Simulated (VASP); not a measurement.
# MgB3Pd3 (Pm-3m) in VASP: a series of runs

MgB3Pd3 is run at these levels: PBE; tasks: single point, relaxation of cell and atoms.

Program: VASP 6.6.1. These are calculated values, not measurements. Logs are shortened: lines on timing, memory, paths and dates and some standing lists are left out, and cuts for length are marked.

## (1) The cell of the first run

It takes space group Pm-3m (No. 221, cubic). The conventional cell has a = 4.468 Å, b = 4.468 Å, c = 4.468 Å, α = 90.00°, β = 90.00°, γ = 90.00°. Within 3.0 Å of Mg (site symmetry m-3m) lie 6 Pd at 2.23 Å. Within 3.0 Å of B (site symmetry 4/mmm) lie 4 Pd at 2.23 Å. Pd (site symmetry 4/mmm) has 2 Mg at 2.23 Å and 4 B at 2.23 Å within 3.0 Å.

## (2) Single point, PBE

File INCAR:

```
  PREC = Accurate
  ENCUT = 520
  EDIFF = 1E-7
  ISMEAR = 0
  SIGMA = 0.1
  LREAL = False
  LASPH = True
  NELM = 100
  ALGO = Normal
  ISIF = 2
  LWAVE = False
  LCHARG = False
  GGA = PE
  NBANDS = 30
```

File KPOINTS:

```
regular mesh
0
Gamma
  4 4 4
```

File POSCAR:

```
MgB3Pd3
1.0
    4.4684674800      0.0000000000      0.0000000000
    0.0000000000      4.4684674800      0.0000000000
    0.0000000000      0.0000000000      4.4684674800
Mg B Pd
1 3 3
Direct
    0.5000000000      0.5000000000      0.5000000000
    0.0000000000      0.5000000000      0.0000000000
    0.5000000000      0.0000000000      0.0000000000
    0.0000000000      0.0000000000      0.5000000000
    0.0000000000      0.5000000000      0.5000000000
    0.5000000000      0.5000000000      0.0000000000
    0.5000000000      0.0000000000      0.5000000000
```

Potentials or basis: VASP PAW PBE potentials, release 64 (Mg, B, Pd).

Launch:

```console
$ cat potpaw_PBE.64/Mg/POTCAR potpaw_PBE.64/B/POTCAR potpaw_PBE.64/Pd/POTCAR > POTCAR
$ mpirun -np 1 vasp_std > vasp.out
```

OUTCAR:

```text
PREC = Accurate
   ENCUT = 520
   EDIFF = 1E-7
   ISMEAR = 0
   LREAL = False
   LASPH = True
   NELM = 100
   ISIF = 2
   GGA = PE

 ion  position               nearest neighbor table
   1  0.500  0.500  0.500-   5 2.23   6 2.23   7 2.23   6 2.23   7 2.23   5 2.23
   2  0.000  0.500  0.000-   5 2.23   6 2.23   5 2.23   6 2.23
   3  0.500  0.000  0.000-   6 2.23   7 2.23   7 2.23   6 2.23
   4  0.000  0.000  0.500-   5 2.23   7 2.23   5 2.23   7 2.23
   5  0.000  0.500  0.500-   1 2.23   2 2.23   4 2.23   2 2.23   4 2.23   1 2.23   6 3.16   7 3.16
                             7 3.16   6 3.16   6 3.16   7 3.16   6 3.16   7 3.16
   6  0.500  0.500  0.000-   1 2.23   2 2.23   3 2.23   1 2.23   3 2.23   2 2.23   5 3.16   7 3.16
                             7 3.16   7 3.16   7 3.16   5 3.16   5 3.16   5 3.16
   7  0.500  0.000  0.500-   1 2.23   3 2.23   4 2.23   3 2.23   1 2.23   4 2.23   6 3.16   6 3.16
                             5 3.16   6 3.16   6 3.16   5 3.16   5 3.16   5 3.16

  LATTYP: Found a simple cubic cell.
 ALAT       =     4.4684674800

  Lattice vectors:

 A1 = (   4.4684674800,   0.0000000000,   0.0000000000)
 A2 = (   0.0000000000,   4.4684674800,   0.0000000000)
 A3 = (   0.0000000000,   0.0000000000,   4.4684674800)

Analysis of symmetry for initial positions (statically):
=====================================================================
 Subroutine PRICEL returns:
 Original cell was already a primitive cell.

 Routine SETGRP: Setting up the symmetry group for a
 simple cubic supercell.

 Subroutine GETGRP returns: Found 48 space group operations
 (whereof 48 operations were pure point group operations)
 out of a pool of 48 trial point group operations.

The static configuration has the point symmetry O_h .

Analysis of symmetry for dynamics (positions and initial velocities):
=====================================================================
 Subroutine PRICEL returns:
 Original cell was already a primitive cell.

 Routine SETGRP: Setting up the symmetry group for a
 simple cubic supercell.

 Subroutine GETGRP returns: Found 48 space group operations
 (whereof 48 operations were pure point group operations)
 out of a pool of 48 trial point group operations.

The dynamic configuration has the point symmetry O_h .

 Subroutine INISYM returns: Found 48 space group operations
 (whereof 48 operations are pure point group operations),
 and found     1 'primitive' translations

----------------------------------------------------------------------------------------

                                     Primitive cell

  volume of cell :      89.2228

  direct lattice vectors                    reciprocal lattice vectors
     4.468467480  0.000000000  0.000000000     0.223790372  0.000000000  0.000000000
     0.000000000  4.468467480  0.000000000     0.000000000  0.223790372  0.000000000
     0.000000000  0.000000000  4.468467480     0.000000000  0.000000000  0.223790372

  length of vectors
     4.468467480  4.468467480  4.468467480     0.223790372  0.223790372  0.223790372

  position of ions in fractional coordinates (direct lattice)
     0.500000000  0.500000000  0.500000000
     0.000000000  0.500000000  0.000000000
     0.500000000  0.000000000  0.000000000
     0.000000000  0.000000000  0.500000000
     0.000000000  0.500000000  0.500000000
     0.500000000  0.500000000  0.000000000
     0.500000000  0.000000000  0.500000000

  ion indices of the primitive-cell ions
   primitive index   ion index
                 1           1
                 2           2
                 3           3
                 4           4
                 5           5
                 6           6
                 7           7

----------------------------------------------------------------------------------------

 KPOINTS: regular mesh

Automatic generation of k-mesh.
 Grid dimensions read from file:
 generate k-points for:    4    4    4

 Generating k-lattice:

  Cartesian coordinates                     Fractional coordinates (reciprocal lattice)
     0.055947593  0.000000000  0.000000000     0.250000000  0.000000000  0.000000000
     0.000000000  0.055947593  0.000000000     0.000000000  0.250000000  0.000000000
     0.000000000  0.000000000  0.055947593     0.000000000  0.000000000  0.250000000

  Length of vectors
     0.055947593  0.055947593  0.055947593

  Shift w.r.t. Gamma in fractional coordinates (k-lattice)
     0.000000000  0.000000000  0.000000000

 Subroutine IBZKPT returns following result:
 ===========================================

 Found     10 irreducible k-points:

 Following reciprocal coordinates:
            Coordinates               Weight
  0.000000  0.000000  0.000000      1.000000
  0.250000  0.000000  0.000000      6.000000
  0.500000  0.000000  0.000000      3.000000
  0.250000  0.250000  0.000000     12.000000
  0.500000  0.250000  0.000000     12.000000
  0.500000  0.500000  0.000000      3.000000
  0.250000  0.250000  0.250000      8.000000
  0.500000  0.250000  0.250000     12.000000
  0.500000  0.500000  0.250000      6.000000
  0.500000  0.500000  0.500000      1.000000
   k-points           NKPTS =     10   k-points in BZ     NKDIM =     10   number of bands    NBANDS=     30
   number of dos      NEDOS =    301   number of ions     NIONS =      7
   total plane-waves  NPLWV =  46656
   dimension x,y,z NGX =    36 NGY =   36 NGZ =   36
   dimension x,y,z NGXF=    72 NGYF=   72 NGZF=   72
   ions per type =               1   3   3
   NGX,Y,Z   is equivalent  to a cutoff of  13.39, 13.39, 13.39 a.u.
   NGXF,Y,Z  is equivalent  to a cutoff of  26.79, 26.79, 26.79 a.u.
 SYSTEM =  unknown system
   PREC   = accura    normal or accurate (medium, high low for compatibility)
   ISTART =      0    job   : 0-new  1-cont  2-samecut
   ICHARG =      2    charge: 1-file 2-atom 10-const
   ISPIN  =      1    spin polarized calculation?
   LNONCOLLINEAR =      F non collinear calculations
   LSORBIT =      F    spin-orbit coupling
   LASPH  =      T    aspherical Exc in radial PAW
   ENCUT  =  520.0 eV  38.22 Ry    6.18 a.u.   8.31  8.31  8.31*2*pi/ulx,y,z
   NELM   =    100;   NELMIN=  2; NELMDL= -5     # of ELM steps
   EDIFF  = 0.1E-06   stopping-criterion for ELM
   LREAL  =      F    real-space projection
   EDIFFG = 0.1E-05   stopping-criterion for IOM
   NSW    =      0    number of steps for IOM
   IBRION =     -1    ionic relax: 0-MD 1-quasi-New 2-CG
   NFREE  =      0    steps in history (QN), initial steepest desc. (CG)
   ISIF   =      2    stress and relaxation
   ISYM   =      2    0-nonsym 1-usesym 2-fastsym
   POTIM  = 0.5000    time-step for ionic-motion
   TEBEG  =    0.0;   TEEND  =   0.0 temperature during run
   PSTRESS=    0.0 pullay stress
   NELECT =      41.0000    total number of electrons
   NUPDOWN=      -1.0000    fix difference up-down
   EMIN   =  10.00;   EMAX   =-10.00  energy-range for DOS
   EFERMI =   0.00;   METHOD = LEGACY
   ISMEAR =     0;   SIGMA  =   0.10  broadening in eV -4-tet -1-fermi 0-gaus
   EFERMI_NEDOS =   21; number of points for ismear=-14 and -15
   IALGO  =     38    algorithm
   IMIX   =      4    mixing-type and parameters
     AMIX     =   0.40;   BMIX     =  1.00
     AMIX_MAG =   1.60;   BMIX_MAG =  1.00
  volume/ion in A,a.u.               =      12.75        86.02
  Fermi-wavevector in a.u.,A,eV,Ry     =   1.263313  2.387315 21.714339  1.595959
  Thomas-Fermi vector in A             =   2.396676
   LORBIT       =      0    0 simple, 1 ext, 2 COOP (PROOUT), +10 PAW based schemes
   GGA     = PE    functional components
   LHFCALC =     F    Hartree Fock is set to
   AEXX    =    0.0000 exact exchange contribution
   IVDW    =     0    specifies the selected vdW correction
   LEPSILON=     F    determine dielectric tensor
   LRPA    =     F    only Hartree local field effects (RPA)
 non-spin polarized calculation
 Gauss-broadening in eV      SIGMA  =   0.10
  energy-cutoff  :      520.00
  volume of cell :       89.22
 maximum number of plane-waves:      2469
 NGX is ok and might be reduce to    36
   NGX = 17   NGY = 17   NGZ = 17

 number of electron      41.0000006 magnetization

 Free energy of the ion-electron system (eV)
  ---------------------------------------------------
  ext. energy  EPLUGINS =         0.00000000
  ---------------------------------------------------
  free energy    TOTEN  =       -31.05196412 eV

  energy without entropy =      -31.04316008  energy(sigma->0) =      -31.04756210

 E-fermi :   7.9238     XC(G=0): -11.5857

 val. band max:        7.7495528978   @ k =   0.5000   0.0000   0.0000
 cond. band min:       8.0169369368   @ k =   0.0000   0.0000   0.0000
 fundamental gap:      0.2673840389
 Fermi energy:         7.9238258357

 k-point     1 :       0.0000    0.0000    0.0000
  band No.  band energies     occupation
      1      -2.7846      2.00000
      2      -0.3178      2.00000
      3      -0.3178      2.00000
      4       0.8854      2.00000
      5       2.2367      2.00000
      6       2.2367      2.00000
[... 22 lines left out ...]
     29      14.0385      0.00000
     30      14.0385      0.00000

 k-point     2 :       0.2500    0.0000    0.0000
  band No.  band energies     occupation
      1      -2.3491      2.00000
      2      -0.4711      2.00000
      3       0.0514      2.00000
      4       1.1144      2.00000
      5       2.3093      2.00000
      6       2.3317      2.00000
[... 22 lines left out ...]
     29      13.8993      0.00000
     30      13.8993      0.00000

 k-point     3 :       0.5000    0.0000    0.0000
  band No.  band energies     occupation
      1      -1.3478      2.00000
      2      -1.1891      2.00000
      3       0.6358      2.00000
      4       1.2844      2.00000
      5       2.1458      2.00000
      6       2.3908      2.00000
[... 220 lines left out ...]
     29      15.4930      0.00000
     30      16.4989      0.00000

 k-point    10 :       0.5000    0.5000    0.5000
  band No.  band energies     occupation
      1       1.0688      2.00000
      2       1.0688      2.00000
      3       1.0688      2.00000
      4       1.2733      2.00000
      5       1.3074      2.00000
      6       1.3074      2.00000
[... 22 lines left out ...]
     29      15.9619      0.00000
     30      15.9619      0.00000

------------------------ aborting loop because EDIFF is reached ----------------------------------------

  FORCE on cell =-STRESS in cart. coord.  units (eV):
  Direction    XX          YY          ZZ          XY          YZ          ZX
  --------------------------------------------------------------------------------------
  -------------------------------------------------------------------------------------
  Total       10.4541687     10.4541687     10.4541687      0.0000000      0.0000000      0.0000000
  in kB      187.7259365    187.7259365    187.7259365      0.0000000      0.0000000      0.0000000
  external PRESSURE =     187.7259365 kB  Pullay stress =       0.0000000 kB

 VOLUME and BASIS-vectors are now :
 -----------------------------------------------------------------------------
  energy-cutoff  :      520.00
  volume of cell :       89.22
      direct lattice vectors                 reciprocal lattice vectors
     4.468467480  0.000000000  0.000000000     0.223790372  0.000000000  0.000000000
     0.000000000  4.468467480  0.000000000     0.000000000  0.223790372  0.000000000
     0.000000000  0.000000000  4.468467480     0.000000000  0.000000000  0.223790372

 POSITION                                       TOTAL-FORCE (eV/Angst)
 -----------------------------------------------------------------------------------
      2.23423      2.23423      2.23423         0.000000      0.000000      0.000000
      0.00000      2.23423      0.00000         0.000000      0.000000      0.000000
      2.23423      0.00000      0.00000         0.000000      0.000000      0.000000
      0.00000      0.00000      2.23423         0.000000      0.000000      0.000000
      0.00000      2.23423      2.23423         0.000000      0.000000      0.000000
      2.23423      2.23423      0.00000         0.000000      0.000000      0.000000
      2.23423      0.00000      2.23423         0.000000      0.000000      0.000000
 -----------------------------------------------------------------------------------
    total drift:                                0.000000      0.000000      0.000000

  FREE ENERGIE OF THE ION-ELECTRON SYSTEM (eV)
  ---------------------------------------------------
  free  energy   TOTEN  =       -31.0519641215 eV

  energy  without entropy=      -31.0431600773  energy(sigma->0) =      -31.04756210
```

Wall time 42 s (1 thread of Intel Xeon Platinum 8375C at 2.90GHz (Ice Lake), shared host); peak memory 0.21 GiB.

Results:

```yaml
Free_energy: -31.0520 eV
Pressure: 18.8 GPa
```

Levels at points of the mesh, in eV from the Fermi level:
```csv
k point,band 16,band 17,band 18,band 19,band 20,band 21,band 22,band 23,band 24,band 25
"(0.00, 0.00, 0.00)",-3.36,-2.78,-2.78,-2.78,0.09,0.09,0.09,0.15,0.15,2.07
"(0.50, 0.00, 0.00)",-3.99,-2.78,-1.23,-1.23,-0.42,-0.17,-0.17,0.43,0.57,2.68
"(0.50, 0.50, 0.00)",-3.73,-3.48,-2.55,-2.55,0.42,0.42,0.65,2.20,2.20,2.32
"(0.50, 0.50, 0.50)",-3.18,-3.18,-3.18,-2.69,-1.20,-1.20,-1.20,0.19,3.85,3.85
```

## (3) Single point, PBE

This run uses another cell than the first one, of 14.37 Å³/atom, 1.127 times its volume.

File INCAR:

```
PREC = Accurate
ENCUT = 520
EDIFF = 1E-7
ISMEAR = 0
SIGMA = 0.1
LREAL = False
LASPH = True
NELM = 60
ALGO = Fast
ISIF = 2
LWAVE = False
LCHARG = True
GGA = PE
LELF = True
LVHAR = True
NBANDS = 30
```

KPOINTS is that of step 2.

POSCAR: that of step 2 with these lines changed.

```diff
@@ -2,5 +2,5 @@
 1.0
-    4.4684674800      0.0000000000      0.0000000000
-    0.0000000000      4.4684674800      0.0000000000
-    0.0000000000      0.0000000000      4.4684674800
+    4.6502235685      0.0000000000      0.0000000000
+    0.0000000000      4.6502235685      0.0000000000
+    0.0000000000      0.0000000000      4.6502235685
 Mg B Pd
```

Potentials or basis: VASP PAW PBE potentials, release 64 (Mg, B, Pd).

Launch:

```console
$ cat potpaw_PBE.64/Mg/POTCAR potpaw_PBE.64/B/POTCAR potpaw_PBE.64/Pd/POTCAR > POTCAR
$ mpirun -np 1 vasp_std > vasp.out
```

It took 49 s on 1 thread of Intel Xeon Platinum 8375C at 2.90GHz (Ice Lake), shared host; peak memory 0.2 GiB.

It converged, with:

| Item | Value |
| --- | --- |
| Free energy | -31.6506 eV |
| Pressure | 0.0 GPa |

Levels at points of the mesh, in eV from the Fermi level:
| k point | band 18 | band 19 | band 20 | band 21 | band 22 | band 23 | band 24 | band 25 |
| --- | --- | --- | --- | --- | --- | --- | --- | --- |
| (0.00, 0.00, 0.00) | -2.52 | -2.52 | -0.15 | -0.15 | 0.21 | 0.21 | 0.21 | 2.06 |
| (0.50, 0.00, 0.00) | -1.00 | -1.00 | -0.67 | -0.11 | -0.11 | 0.45 | 0.61 | 2.04 |
| (0.50, 0.50, 0.00) | -2.36 | -2.36 | 0.41 | 0.41 | 0.66 | 1.73 | 1.73 | 2.16 |
| (0.50, 0.50, 0.50) | -2.84 | -2.50 | -1.19 | -1.19 | -1.19 | 0.24 | 3.53 | 3.53 |

(Part 1 of 2 ends here.)
